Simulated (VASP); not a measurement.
Wanted: the native input for a VASP 6.6.1 run.

```yaml
Task: single point
Functional: PBE
Potentials_or_basis: VASP PAW PBE potentials, release 64 (Si, Au)
Cutoff: 520 eV
k_mesh: 2 × 2 × 2
Occupations: gaussian, width 0.05 eV
Spin: collinear spin, ferromagnetic start
Starting_moments: "[0.0, 0.0, 0.0, 0.0, 0.0, 0.0, 0.0, 0.0, 0.0, 0.0, 0.0, 0.0, 0.0, 0.0, 0.0, 0.0, 1.0] μB"
Dipole_correction: no
Further_INCAR_settings: LREAL = Auto; ALGO = Normal; EDIFF = 1e-06; NBANDS = 56
```

The structure of Si16Au (a cell with a defect) lies in POSCAR:

```
Si16Au
1.0
    0.0000000000      5.4300000000      5.4300000000
    5.4300000000      0.0000000000      5.4300000000
    5.4300000000      5.4300000000      0.0000000000
Si Au
16 1
Direct
   -0.0207118107     -0.0206520769     -0.0206320315
    0.1028378647      0.1028214888      0.1028285568
    0.0104051339      0.0086391972      0.4632812231
    0.1234511915      0.1235895537      0.6064273449
    0.0103294984      0.4632784269      0.0086751204
    0.1234132569      0.6063923623      0.1236085161
    0.0131395345      0.4946747722      0.4946874904
    0.1564061405      0.6084212878      0.6084767743
    0.4634271162      0.0087237341      0.0086342083
    0.6062074992      0.1227249988      0.1227115667
    0.4948845321      0.0117400314      0.4939679894
    0.6085626396      0.1545889268      0.6086603966
    0.4948473895      0.4939871457      0.0117058204
    0.6084818624      0.6087489714      0.1545235909
    0.5169671022      0.5148297883      0.5147685076
    0.6397038170      0.6386231065      0.6386032298
    0.8088964319      0.8079819850      0.8079777959
```

The input as run:

INCAR

```
SYSTEM = Si16Au
PREC = Accurate
ENCUT = 520
EDIFF = 1E-6
ISMEAR = 0
SIGMA = 0.05
LREAL = Auto
LASPH = .True.
NELM = 150
ALGO = Normal
ISIF = 2
LWAVE = .False.
LCHARG = .False.
ISPIN = 2
MAGMOM = 0 0 0 0 0 0 0 0 0 0 0 0 0 0 0 0 1
LORBIT = 11
LMAXMIX = 4
GGA = PE
NBANDS = 56
```

KPOINTS

```
regular mesh
0
Gamma
  2 2 2
  0 0 0
```

Potentials or basis: VASP PAW PBE potentials, release 64 (Si, Au).

The run is started by

```console
$ cat potpaw_PBE.64/Si/POTCAR potpaw_PBE.64/Au/POTCAR > POTCAR
$ mpirun -np 1 vasp_std > vasp.out
```

Results of the run:

```json
{
 "Pressure": "6.5 GPa",
 "Largest force": "0.036 eV/Å",
 "Net moment": "0.00 μB per cell",
 "Valence electrons inside the program's atomic spheres": "Si 1.69, 1.72, 1.68, 1.70; Au 10.05"
}
```

Caveat: the k points lie up to 0.50 Å⁻¹ apart.

Run time: 11 min on 1 thread of AMD EPYC 7R43 64-Core Processor (Zen 3), on a shared host, peak memory 0.69 GiB.
